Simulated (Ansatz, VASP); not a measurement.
## W in VASP and in Ansatz

File INCAR:

```
  ALGO = Normal
  EDIFF = 1E-6
  ENCUT = 520
  GGA = PE
  ISIF = 2
  ISMEAR = -1
  LASPH = True
  LCHARG = False
  LREAL = False
  LWAVE = False
  NBANDS = 13
  NELM = 100
  PREC = Accurate
  SIGMA = 0.05
```

The input KPOINTS:

```
k-points
0
Gamma
  14 14 14
```

File POSCAR:

```
W
1.0
    0.0000000000      2.0163754284      2.0163754284
    2.0163754284      0.0000000000      2.0163754284
    2.0163754284      2.0163754284      0.0000000000
W
1
Direct
    0.0000000000      0.0000000000      0.0000000000
```

Input for Ansatz:

```yaml
crystal:
  lattice:
    - [0.0, 2.0163754284, 2.0163754284]
    - [2.0163754284, 0.0, 2.0163754284]
    - [2.0163754284, 2.0163754284, 0.0]
  atoms:
    - { symbol: W, position: [0.0, 0.0, 0.0] }
kpoints:
  mp_grid: { grid: [14, 14, 14] }
  band_path:
    path:
      - [0.0, 0.0, 0.0]
      - [0.5, 0.0, 0.5]
      - [0.625, 0.25, 0.625]
      - [0.375, 0.375, 0.75]
      - [0.0, 0.0, 0.0]
      - [0.5, 0.5, 0.5]
      - [0.5, 0.25, 0.75]
      - [0.5, 0.0, 0.5]
    npoints: 5
scf:
  occupations: { method: fermi_dirac, width: 0.05 }
hamiltonian:
  xc: pbe
  pseudopotentials: { kind: all_electron, lapw: { basis_error: 0.00025 } }
output:
  forces: true
  stress: true
  eigenvalues: true
```

Change from the starting cell: volume scaled by 0.98.

Alike in both runs: task single point; functional PBE; k mesh 14 × 14 × 14; occupations fermi-dirac, width 0.05 eV; no spin polarisation.

|  | VASP | Ansatz |
| --- | --- | --- |
| version | VASP 6.6.1 | Ansatz 0.2.0 |
| potentials or method | VASP PAW PBE potentials, release 64 (W_sv), cutoff 520 eV | all-electron LAPW, scalar-relativistic |

Ansatz gave:

* pressure (GPa): 1.0

Question: Estimate VASP's values.

Answer: Pressure (GPa): 1.4.

Ansatz ran all-electron here, and VASP with PAW potentials.

Spin-orbit coupling is off throughout.
